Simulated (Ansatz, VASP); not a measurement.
One calculation of Ba2PdBr6, two programs

POSCAR

```
Ba2PdBr6
1.0
    0.0000000000      4.9534050000      4.9534050000
    4.9534050000      0.0000000000      4.9534050000
    4.9534050000      4.9534050000      0.0000000000
Pd Ba Br
1 2 6
Direct
    0.0000000000      0.0000000000      0.0000000000
    0.2500000000      0.2500000000      0.2500000000
    0.7500000000      0.7500000000      0.7500000000
    0.7500000000      0.2500000000      0.2500000000
    0.2500000000      0.7500000000      0.2500000000
    0.2500000000      0.7500000000      0.7500000000
    0.7500000000      0.2500000000      0.7500000000
    0.2500000000      0.2500000000      0.7500000000
    0.7500000000      0.7500000000      0.2500000000
```

The input INCAR.step1:

```
SYSTEM = Ba2PdBr6
  ALGO = Normal
  EDIFF = 1E-4
  ENCUT = 520
  GGA = PE
  ISMEAR = -1
  LASPH = .True.
  LCHARG = .False.
  LREAL = .False.
  LWAVE = .True.
  NBANDS = 46
  NELM = 60
  PREC = Accurate
  SIGMA = 0.1
```

Contents of INCAR.step2:

```
SYSTEM = Ba2PdBr6
  ALGO = Normal
  EDIFF = 1E-6
  ENCUT = 520
  ISIF = 2
  ISMEAR = -1
  ISTART = 1
  LASPH = .True.
  LCHARG = .False.
  LMIXTAU = .True.
  LREAL = .False.
  LWAVE = .False.
  METAGGA = R2SCAN
  NBANDS = 46
  NELM = 60
  PREC = Accurate
  SIGMA = 0.1
```

KPOINTS

```
k-points
0
Gamma
  3 3 3
  0 0 0
```

Input for Ansatz:

```yaml
crystal:
  lattice:
    - [0.0, 4.953405, 4.953405]
    - [4.953405, 0.0, 4.953405]
    - [4.953405, 4.953405, 0.0]
  atoms:
    - { symbol: Pd, position: [0.0, 0.0, 0.0] }
    - { symbol: Ba, position: [0.25, 0.25, 0.25] }
    - { symbol: Ba, position: [0.75, 0.75, 0.75] }
    - { symbol: Br, position: [0.75, 0.25, 0.25] }
    - { symbol: Br, position: [0.25, 0.75, 0.25] }
    - { symbol: Br, position: [0.25, 0.75, 0.75] }
    - { symbol: Br, position: [0.75, 0.25, 0.75] }
    - { symbol: Br, position: [0.25, 0.25, 0.75] }
    - { symbol: Br, position: [0.75, 0.75, 0.25] }
  symmetry: { tolerance: 0.0003 }
kpoints:
  mp_grid: { grid: [3, 3, 3], shift: [0, 0, 0] }
magnetization:
  spin_polarized: false
scf:
  occupations: { method: fermi_dirac }
hamiltonian:
  pseudopotentials: { kind: paw }
  xc: r2scan
basis:
  ecutwfc: 500
output:
  forces: true
  stress: true
  eigenvalues: true
```

Alike in both runs: task single point; functional r2SCAN; k mesh 3 × 3 × 3; no spin polarisation.

|  | VASP | Ansatz |
| --- | --- | --- |
| version | VASP 6.6.1 | Ansatz 0.2.0 |
| potentials or method | VASP PAW PBE potentials, release 64 (Pd, Ba_sv, Br), cutoff 520 eV | PAW plane waves |
| occupations | fermi-dirac, width 0.1 eV | fermi-dirac |
| valence electrons in the cell | 72 | 80 |

|  | VASP | Ansatz | Ansatz less VASP |
| --- | --- | --- | --- |
| gap on the k mesh at the Fermi level (eV) | none | none | - |
| pressure (GPa) | 6.5 | 6.1 | -0.37 |

VASP's potentials were made for PBE, not for r2SCAN. A gap of «none» marks a metal or a gap that the smearing closes. VASP's potentials hold 72 valence electrons a cell and Ansatz's 80, so a difference there can come from the potentials and not from the codes.

The k mesh is coarse, so the values compare programs but aren't converged. Neither program's run includes spin-orbit coupling.
